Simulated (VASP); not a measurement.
# Te (P6_3/mmc) in VASP: notebook

Te is run at these levels: LDA; tasks: single point, relaxation of cell and atoms.

Everything below comes from runs of VASP 6.6.1. Logs are shortened: lines on timing, memory, paths and dates and some standing lists are left out, and cuts for length are marked.

### 1 The cell of the first run

It takes space group P6_3/mmc (No. 194, hexagonal). Conventional cell: a = 2.508 Å, b = 2.508 Å, c = 4.023 Å, α = 90.00°, β = 90.00°, γ = 120.00°. Within 3.3 Å of Te (site symmetry -6m2) lie 12 Te at 2.48 to 2.51 Å.

### 2 Single point, LDA

Contents of INCAR:

```
SYSTEM = Te
  PREC = Accurate
  ENCUT = 520
  EDIFF = 1E-6
  ISMEAR = -1
  SIGMA = 0.05
  LREAL = .FALSE.
  LASPH = .TRUE.
  NELM = 60
  ALGO = Normal
  ISIF = 2
  LWAVE = .FALSE.
  LCHARG = .FALSE.
  NBANDS = 13
```

Contents of KPOINTS:

```
Automatic mesh
0
G
  17 17 9
  0 0 0
```

Contents of POSCAR:

```
Te
1.0
    2.5080041031      0.0000000000      0.0000000000
   -1.2540020515      2.1719952661      0.0000000000
    0.0000000000      0.0000000000      4.0228744875
Te
2
Direct
    0.3333333333      0.6666666667      0.2500000000
    0.6666666667      0.3333333333      0.7500000000
```

Potentials or basis: VASP PAW LDA potentials, release 64 (Te).

Started as:

```bash
$ cat potpaw_LDA.64/Te/POTCAR > POTCAR
$ mpirun -np 1 vasp_std > vasp.out
```

OUTCAR:

```text
SYSTEM = Te
   PREC = Accurate
   ENCUT = 520
   EDIFF = 1E-6
   ISMEAR = -1
   LREAL = .FALSE.
   LASPH = .TRUE.
   NELM = 60
   ISIF = 2

 ion  position               nearest neighbor table
   1  0.333  0.667  0.250-   2 2.48   2 2.48   2 2.48   2 2.48   2 2.48   2 2.48   2 3.53   2 3.53
                             2 3.53   2 3.53   2 3.53   2 3.53
   2  0.667  0.333  0.750-   1 2.48   1 2.48   1 2.48   1 2.48   1 2.48   1 2.48   1 3.53   1 3.53
                             1 3.53   1 3.53   1 3.53   1 3.53

  LATTYP: Found a hexagonal cell.
 ALAT       =     2.5080041031
 C/A-ratio  =     1.6040143166

  Lattice vectors:

 A1 = (   2.5080041031,   0.0000000000,   0.0000000000)
 A2 = (  -1.2540020515,   2.1719952661,   0.0000000000)
 A3 = (   0.0000000000,   0.0000000000,   4.0228744875)

Analysis of symmetry for initial positions (statically):
=====================================================================
 Subroutine PRICEL returns:
 Original cell was already a primitive cell.

 Routine SETGRP: Setting up the symmetry group for a
 hexagonal supercell.

 Subroutine GETGRP returns: Found 24 space group operations
 (whereof 12 operations were pure point group operations)
 out of a pool of 24 trial point group operations.

The static configuration has the point symmetry D_3d.
 The point group associated with its full space group is D_6h.

Analysis of symmetry for dynamics (positions and initial velocities):
=====================================================================
 Subroutine PRICEL returns:
 Original cell was already a primitive cell.

 Routine SETGRP: Setting up the symmetry group for a
 hexagonal supercell.

 Subroutine GETGRP returns: Found 24 space group operations
 (whereof 12 operations were pure point group operations)
 out of a pool of 24 trial point group operations.

The dynamic configuration has the point symmetry D_3d.
 The point group associated with its full space group is D_6h.

 Subroutine INISYM returns: Found 24 space group operations
 (whereof 12 operations are pure point group operations),
 and found     1 'primitive' translations

----------------------------------------------------------------------------------------

                                     Primitive cell

  volume of cell :      21.9141

  direct lattice vectors                    reciprocal lattice vectors
     2.508004103  0.000000000  0.000000000     0.398723431  0.230203080  0.000000000
    -1.254002052  2.171995266  0.000000000     0.000000000  0.460406160  0.000000000
     0.000000000  0.000000000  4.022874488     0.000000000  0.000000000  0.248578474

  length of vectors
     2.508004103  2.508004103  4.022874488     0.460406160  0.460406160  0.248578474

  position of ions in fractional coordinates (direct lattice)
     0.333333333  0.666666667  0.250000000
     0.666666667  0.333333333  0.750000000

  ion indices of the primitive-cell ions
   primitive index   ion index
                 1           1
                 2           2

----------------------------------------------------------------------------------------

 KPOINTS: Automatic mesh

Automatic generation of k-mesh.
 Grid dimensions read from file:
 generate k-points for:   17   17    9

 Generating k-lattice:

  Cartesian coordinates                     Fractional coordinates (reciprocal lattice)
     0.023454319  0.013541358  0.000000000     0.058823529  0.000000000  0.000000000
     0.000000000  0.027082715  0.000000000     0.000000000  0.058823529  0.000000000
     0.000000000  0.000000000  0.027619830     0.000000000  0.000000000  0.111111111

  Length of vectors
     0.027082715  0.027082715  0.027619830

  Shift w.r.t. Gamma in fractional coordinates (k-lattice)
     0.000000000  0.000000000  0.000000000

 Subroutine IBZKPT returns following result:
 ===========================================

 Found    165 irreducible k-points:

 Following reciprocal coordinates:
            Coordinates               Weight
  0.000000  0.000000  0.000000      1.000000
  0.058824  0.000000  0.000000      6.000000
  0.117647 -0.000000  0.000000      6.000000
  0.176471  0.000000  0.000000      6.000000
  0.235294 -0.000000  0.000000      6.000000
  0.294118 -0.000000  0.000000      6.000000
[... 16 lines left out ...]
  0.411765  0.117647  0.000000     12.000000
  0.176471  0.176471  0.000000      6.000000
 [... further k-points ...]
   k-points           NKPTS =    165   k-points in BZ     NKDIM =    165   number of bands    NBANDS=     13
   number of dos      NEDOS =    301   number of ions     NIONS =      2
   total plane-waves  NPLWV =  12000
   dimension x,y,z NGX =    20 NGY =   20 NGZ =   30
   dimension x,y,z NGXF=    40 NGYF=   40 NGZF=   60
   ions per type =               2
   NGX,Y,Z   is equivalent  to a cutoff of  13.26, 13.26, 12.40 a.u.
   NGXF,Y,Z  is equivalent  to a cutoff of  26.51, 26.51, 24.80 a.u.
 SYSTEM =  Te
[... 63 lines left out ...]

 k-point     1 :       0.0000    0.0000    0.0000
  band No.  band energies     occupation
      1       1.6108      2.00000
      2      12.0068      2.00000
      3      12.6655      2.00000
      4      33.5813      0.00000
      5      33.5813      0.00000
      6      34.1793      0.00000
      7      35.9453      0.00000
      8      36.4873      0.00000
      9      36.4873      0.00000
     10      36.7146      0.00000
     11      41.3568      0.00000
     12      41.3568      0.00000
     13      41.4483      0.00000

 k-point     2 :       0.0588    0.0000    0.0000
  band No.  band energies     occupation
      1       1.7351      2.00000
      2      12.1509      2.00000
      3      12.7664      2.00000
      4      31.7124      0.00000
      5      32.6907      0.00000
      6      33.7416      0.00000
      7      36.4744      0.00000
      8      36.7433      0.00000
      9      37.4517      0.00000
     10      38.1162      0.00000
     11      39.7661      0.00000
     12      40.8539      0.00000
     13      41.0581      0.00000

 k-point     3 :       0.1176   -0.0000    0.0000
  band No.  band energies     occupation
      1       2.1086      2.00000
      2      12.5796      2.00000
      3      13.0715      2.00000
      4      28.7526      0.00290
      5      31.1706      0.00000
      6      33.1603      0.00000
      7      36.3365      0.00000
      8      37.0855      0.00000
      9      37.8202      0.00000
     10      38.6099      0.00000
     11      39.1971      0.00000
     12      40.1194      0.00000
     13      40.1899      0.00000

 k-point     4 :       0.1765    0.0000    0.0000
  band No.  band energies     occupation
      1       2.7333      2.00000
      2      13.2832      2.00000
      3      13.5871      2.00000
      4      25.6849      2.00000
      5      29.6548      0.00000
      6      32.6005      0.00000
      7      34.3239      0.00000
      8      35.2755      0.00000
      9      37.1042      0.00000
     10      38.8600      0.00000
     11      39.2424      0.00000
     12      39.6377      0.00000
     13      39.7323      0.00000

 k-point     5 :       0.2353   -0.0000    0.0000
  band No.  band energies     occupation
      1       3.6122      2.00000
      2      14.2442      2.00000
      3      14.3216      2.00000
      4      22.6469      2.00000
      5      28.2790      1.89949
      6      31.7708      0.00000
      7      31.9548      0.00000
      8      32.8546      0.00000
      9      36.2784      0.00000
     10      37.7043      0.00000
     11      39.2057      0.00000
     12      39.5787      0.00000
     13      40.3220      0.00000
[... 257 lines left out ...]
 k-point    22 :       0.3529    0.1176    0.0000
  band No.  band energies     occupation
      1       8.1714      2.00000
      2      14.6239      2.00000
      3      18.3307      2.00000
      4      18.6886      2.00000
      5      22.4471      2.00000
      6      24.5683      2.00000
      7      25.5621      2.00000
      8      31.7405      0.00000
      9      31.9311      0.00000
     10      34.9485      0.00000
     11      40.8372      0.00000
     12      42.7665      0.00000
     13      44.4738      0.00000

 k-point    23 :       0.4118    0.1176    0.0000
  band No.  band energies     occupation
      1      10.0513      2.00000
      2      12.2803      2.00000
      3      19.9132      2.00000
      4      19.9784      2.00000
      5      22.1039      2.00000
      6      22.5342      2.00000
      7      24.0006      2.00000
      8      31.4419      0.00000
      9      31.7194      0.00000
     10      34.8242      0.00000
     11      40.7960      0.00000
     12      42.8173      0.00000
     13      44.9170      0.00000

 k-point    24 :       0.1765    0.1765    0.0000
  band No.  band energies     occupation
      1       5.0013      2.00000
      2      15.5135      2.00000
      3      15.7093      2.00000
      4      21.3882      2.00000
      5      22.3307      2.00000
      6      30.6701      0.00000
      7      31.3453      0.00000
      8      31.3570      0.00000
      9      32.0469      0.00000
     10      37.5968      0.00000
     11      39.4361      0.00000
     12      40.6842      0.00000
     13      43.3516      0.00000

 [... further k-points ...]
[... 5 lines left out ...]
  --------------------------------------------------------------------------------------
  -------------------------------------------------------------------------------------
  Total       63.4682372     63.4682372     63.4886448      0.0000000     -0.0000000      0.0000000
  in kB     4640.2717913   4640.2717914   4641.7638198      0.0000001     -0.0000000      0.0000000
  external PRESSURE =    4640.7691341 kB  Pullay stress =       0.0000000 kB

 VOLUME and BASIS-vectors are now :
 -----------------------------------------------------------------------------
  energy-cutoff  :      520.00
  volume of cell :       21.91
      direct lattice vectors                 reciprocal lattice vectors
     2.508004103  0.000000000  0.000000000     0.398723431  0.230203080  0.000000000
    -1.254002052  2.171995266  0.000000000     0.000000000  0.460406160  0.000000000
     0.000000000  0.000000000  4.022874488     0.000000000  0.000000000  0.248578474

 POSITION                                       TOTAL-FORCE (eV/Angst)
 -----------------------------------------------------------------------------------
     -0.00000      1.44800      1.00572        -0.000000      0.000000      0.000000
      1.25400      0.72400      3.01716         0.000000      0.000000      0.000000
 -----------------------------------------------------------------------------------
    total drift:                               -0.000000      0.000000      0.000000

  FREE ENERGIE OF THE ION-ELECTRON SYSTEM (eV)
  ---------------------------------------------------
  free  energy   TOTEN  =        12.7194132704 eV

  energy  without entropy=       12.7250439713  energy(sigma->0) =       12.72222862
```

It took 26 s on 1 thread of Intel Xeon 6975P-C (Granite Rapids), shared host; peak memory 0.15 GiB.

What came out:

- Free energy: 12.7194 eV
- Pressure: 464.1 GPa
- Band gap on the k mesh: zero (band 6 reaches 34.61 eV, above the bottom of band 7 at 23.65 eV)

Caveat: spin-orbit coupling is left out, which moves the levels of the heavy elements.

### 3 Single point, LDA

Contents of INCAR:

```
SYSTEM = Te
PREC = Accurate ; ENCUT = 520
EDIFF = 1E-6 ; ISMEAR = -1
SIGMA = 0.05 ; LREAL = .FALSE.
LASPH = .TRUE. ; NELM = 100
ALGO = Normal ; ISIF = 2
LWAVE = .FALSE. ; LCHARG = .FALSE.
NBANDS = 13
```

Contents of KPOINTS:

```
regular mesh
0
G
  17 17 9
  0 0 0
```

Contents of POSCAR:

```
Te
1.0
    2.5078951499      0.0000000000      0.0000000000
   -1.2539475749      2.1719009099      0.0000000000
    0.0000000000      0.0000000000      4.0226229565
Te
2
Direct
    0.3333333333      0.6666666667      0.2500000000
    0.6666666667      0.3333333333      0.7500000000
```

Potentials or basis: VASP PAW LDA potentials, release 64 (Te).

Started as:

```bash
$ cat potpaw_LDA.64/Te/POTCAR > POTCAR
$ mpirun -np 1 vasp_std > vasp.out
```

Run time: 30 s. Hardware: 1 thread of Intel Xeon 6975P-C (Granite Rapids), shared host; peak memory 0.15 GiB.

Results (log left out):

* Free energy: 12.7289 eV
* Pressure: 464.3 GPa
* Band gap on the k mesh: zero (band 6 reaches 34.61 eV, above the bottom of band 7 at 23.65 eV)

Stress tensor (GPa, compression positive):
```
464.26   0.00   0.00
  0.00 464.26   0.00
  0.00   0.00 464.44
```

Levels at points of the mesh, in eV from the Fermi level:
```
           k point  band 2  band 3  band 4  band 5  band 6  band 7  band 8  band 9  band 10  band 11
(0.00, 0.00, 0.00)  -16.42  -15.76    5.16    5.16    5.75    7.52    8.06    8.06     8.29    12.93
```

Caveat: spin-orbit coupling is left out, which moves the levels of the heavy elements.

### 4 Relaxation of cell and atoms, LDA, target pressure 450 GPa, at which the enthalpy is minimised

Contents of INCAR:

```
SYSTEM = Te
PREC = Accurate
ENCUT = 600
EDIFF = 1E-6
ISMEAR = -1
SIGMA = 0.05
LREAL = .False.
LASPH = .True.
NELM = 80
ALGO = Normal
ISIF = 3
LWAVE = .False.
LCHARG = .False.
GGA = CA
IBRION = 2
NSW = 32
EDIFFG = -0.005
PSTRESS = 4500.0
```

Contents of KPOINTS:

```
Automatic mesh
0
Gamma
  17 17 9
  0 0 0
```

Contents of POSCAR:

```
Te
1.0
    2.5080041031      0.0000000000      0.0000000000
   -1.2540020515      2.1719952661      0.0000000000
    0.0000000000      0.0000000000      4.0228744875
Te
2
Direct
    0.3333333333      0.6666666667      0.2500000000
    0.6666666667      0.3333333333      0.7500000000
```

Started as:

```bash
$ cat potpaw_LDA.64/Te/POTCAR > POTCAR
$ mpirun -np 1 vasp_std > vasp.out
```

Wall time 2.9 min (1 thread of AMD EPYC 7R43 (Zen 3), shared host); peak memory 0.12 GiB.

Results (log left out):

| Property | Result |
| --- | --- |
| Free energy | 12.1564 eV |
| Relaxed volume | 11.06 Å³/atom |
| Relaxed cell | a = 2.516 Å, b = 2.516 Å, c = 4.035 Å, α = 90.00°, β = 90.00°, γ = 120.00° |
| Space group after relaxing (to 0.05 Å) | P6_3/mmc (No. 194) |
| Energy change on relaxing (the enthalpy is what falls) | -281.0 meV/atom |
| Ionic steps | 9 |
| Pressure after relaxing | 450.0 GPa |
| Band gap on the k mesh | zero (band 6 reaches 34.40 eV, above the bottom of band 7 at 23.40 eV) |

The path:
| step | energy change (eV) | largest force (eV/Å) | pressure (GPa) | volume (Å³) |
| --- | --- | --- | --- | --- |
| 1 | 0.0000 | 0.0000 | 464.07 | 21.91 |
| 2 | -7.3222 | 0.0000 | 286.66 | 25.11 |
| 3 | -0.6054 | 0.0000 | 448.90 | 22.13 |
| 4 | -0.5617 | 0.0000 | 449.99 | 22.11 |
| 5 | -0.5506 | 0.0000 | 450.25 | 22.11 |
| 6 | -0.5534 | 0.0000 | 450.21 | 22.11 |
| 7 | -0.5516 | 0.0000 | 450.24 | 22.11 |
| 8 | -0.5677 | 0.0000 | 449.87 | 22.11 |
| 9 | -0.5620 | 0.0000 | 449.98 | 22.11 |

Final structure:
```
Te
1.0
     2.51561    0.00000    0.00000
    -1.25781    2.17858    0.00000
     0.00000    0.00000    4.03453
Te
2
Direct
  0.33333 0.66667 0.25000
  0.66667 0.33333 0.75000
```

Levels at points of the mesh, in eV from the Fermi level:
```csv
k point,band 2,band 3,band 4,band 5,band 6,band 7,band 8,band 9,band 10
"(0.00, 0.00, 0.00)",-16.29,-15.70,5.10,5.10,5.82,7.55,8.01,8.01,8.34
```

Caveat: the cell is relaxed towards a set pressure, so the enthalpy falls and the energy may rise; spin-orbit coupling is left out, which moves the levels of the heavy elements.

### 5 Relaxation of cell and atoms, LDA, target pressure 450 GPa, at which the enthalpy is minimised

Contents of INCAR:

```
  PREC = Accurate
  ENCUT = 600
  EDIFF = 1E-6
  ISMEAR = -1
  SIGMA = 0.05
  LREAL = F
  LASPH = T
  NELM = 100
  ALGO = Normal
  ISIF = 3
  LWAVE = F
  LCHARG = F
  IBRION = 2
  NSW = 60
  EDIFFG = -0.005
  PSTRESS = 4500.0
```

Contents of KPOINTS:

```
regular mesh
0
Gamma
  17 17 9
```

Contents of POSCAR:

```
Te
1.0
    2.5001664033      0.0000000000      0.0000000000
   -1.2500832016      2.1652076189      0.0000000000
    0.0000000000      0.0000000000      4.0502695733
Te
2
Direct
    0.3333333333      0.6666666667      0.2500000000
    0.6666666667      0.3333333333      0.7500000000
```

Started as:

```bash
$ cat potpaw_LDA.64/Te/POTCAR > POTCAR
$ mpirun -np 1 vasp_std > vasp.out
```

It took 2.1 min on 1 thread of AMD EPYC 7R43 (Zen 3), shared host; peak memory 0.13 GiB.

The run converged. Its results:

- Free energy: 12.1576 eV
- Relaxed volume: 11.06 Å³/atom
- Relaxed cell: a = 2.516 Å, b = 2.516 Å, c = 4.035 Å, α = 90.00°, β = 90.00°, γ = 120.00°
- Space group after relaxing (to 0.05 Å): P6_3/mmc (No. 194)
- Energy change on relaxing (the enthalpy is what falls): -266.7 meV/atom
- Ionic steps: 7
- Pressure after relaxing: 450.0 GPa
- Band gap on the k mesh: zero (band 6 reaches 34.40 eV, above the bottom of band 7 at 23.40 eV)

Step by step:
| step | energy change (eV) | largest force (eV/Å) | pressure (GPa) | volume (Å³) |
| --- | --- | --- | --- | --- |
| 1 | 0.0000 | 0.0000 | 463.02 | 21.93 |
| 2 | -6.8027 | 0.0000 | 298.51 | 24.86 |
| 3 | -0.6565 | 0.0000 | 446.75 | 22.16 |
| 4 | -0.6107 | 0.0000 | 447.88 | 22.14 |
| 5 | -0.2179 | 0.0000 | 458.01 | 22.01 |
| 6 | -0.5422 | 0.0000 | 449.78 | 22.11 |
| 7 | -0.5335 | 0.0000 | 450.01 | 22.11 |

Final structure:
```yaml
crystal:
  lattice:
    - [2.51558, 0.00000, 0.00000]
    - [-1.25779, 2.17855, 0.00000]
    - [0.00000, 0.00000, 4.03456]
  atoms:
    - { symbol: Te, position: [0.33333, 0.66667, 0.25000] }
    - { symbol: Te, position: [0.66667, 0.33333, 0.75000] }
```

Levels at points of the mesh, in eV from the Fermi level:
| k point | band 3 | band 4 | band 5 | band 6 | band 7 | band 8 | band 9 | band 10 |
| --- | --- | --- | --- | --- | --- | --- | --- | --- |
| (0.00, 0.00, 0.00) | -15.70 | 5.10 | 5.10 | 5.82 | 7.55 | 8.02 | 8.02 | 8.34 |

Caveat: the cell is relaxed towards a set pressure, so the enthalpy falls and the energy may rise; spin-orbit coupling is left out, which moves the levels of the heavy elements.

### 6 The runs side by side

| task | cell | cutoff (eV) | gap on the mesh (eV) | pressure (GPa) |
| --- | --- | --- | --- | --- |
| single point | a = 2.508, b = 2.508, c = 4.023 Å, angles 90.0, 90.0, 120.0°, 2 atoms | 520 | none | 464.3 |
| relaxation of cell and atoms | relaxed to 450 GPa from a = 2.508, b = 2.508, c = 4.023 Å, angles 90.0, 90.0, 120.0°, 2 atoms | 600 | none | 450.0 |
| relaxation of cell and atoms | relaxed to 450 GPa from a = 2.500, b = 2.500, c = 4.050 Å, angles 90.0, 90.0, 120.0°, 2 atoms | 600 | none | 450.0 |

Alike in all rows: level LDA; potentials or basis VASP PAW LDA potentials, release 64 (Te); no spin polarisation; k mesh 17 × 17 × 9; smearing fermi-dirac 0.05 eV.

Caveats: spin-orbit coupling is left out, which moves the levels of the heavy elements; the cell is relaxed towards a set pressure, so the enthalpy falls and the energy may rise (some runs).

Total energies depend on the potentials used, so only differences within one code and one set of settings carry meaning.
